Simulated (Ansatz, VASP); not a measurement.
# Sc: VASP beside Ansatz

```
Sc
1.0
     0.00000    2.27050    2.27050
     2.16833    0.00000    2.27050
     2.16833    2.27050    0.00000
Sc
1
Direct
  0.00000 0.00000 0.00000
```

Change from the starting cell: strain -0.0450 x Voigt [1, 0, 0, 0, 0, 0], atoms carried along.

Alike in both runs: task single point; functional r2SCAN; k mesh 18 × 18 × 18; occupations gaussian, width 0.15 eV; no spin polarisation.

```csv
,VASP,Ansatz
version,VASP 6.6.1,Ansatz 0.2.0
potentials or method,"VASP PAW PBE potentials, release 64 (Sc_sv), cutoff 520 eV","scalar-relativistic, plane waves, PAW"
valence electrons in the cell,11,11
```

|  | VASP | Ansatz | Ansatz less VASP |
| --- | --- | --- | --- |
| gap on the k mesh at the Fermi level (eV) | none | none | - |
| pressure (GPa) | 7.3 | 7.1 | -0.22 |
| traceless stress, the component that is largest in VASP (GPa) | 0.36 | 0.35 | -0.004 |

VASP's potentials were made for PBE, not for r2SCAN. A gap of «none» marks a metal or a gap that the smearing closes.
